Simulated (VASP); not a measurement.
Runs of VASP 6.6.1 on Os. The structure is hexagonal, space group P6_3/mmc (No. 194). Conventional cell: a = 2.739 Å, b = 2.739 Å, c = 4.314 Å, α = 90.00°, β = 90.00°, γ = 120.00°. Within 3.5 Å of Os (site symmetry -6m2) lie 12 Os at 2.67 to 2.74 Å. 

| smearing | gap on the mesh (eV) | pressure (GPa) |
| --- | --- | --- |
| fermi-dirac 0.1 eV | none | -0.8 |
| gaussian 1 eV | none | 1.9 |
| fermi-dirac 0.3 eV | none | 0.8 |
| methfessel-paxton 0.2 eV | none | -1.0 |
| gaussian 0.01 eV | none | -1.0 |
| gaussian 0.03 eV | none | -1.0 |
| gaussian 0.3 eV | none | (a) |

Alike in all rows: task single point; level r2SCAN; potentials or basis VASP PAW PBE potentials, release 64 (Os_sv_GW); no spin polarisation; cell as given; k mesh 13 × 13 × 7; cutoff (eV) 620.

Task: Estimate the missing entries.

Result: (a) -0.7.

Caveats: the PAW data sets were made with another functional, which shifts forces and pressure a little; spin-orbit coupling is left out, which moves the levels of the heavy elements; so wide a smearing shifts energies and pressures (at least some runs).

A k mesh can miss the band edges, and the runs leave out spin-orbit coupling on Os.

A gap of «none» marks levels without a gap at the run's occupations.
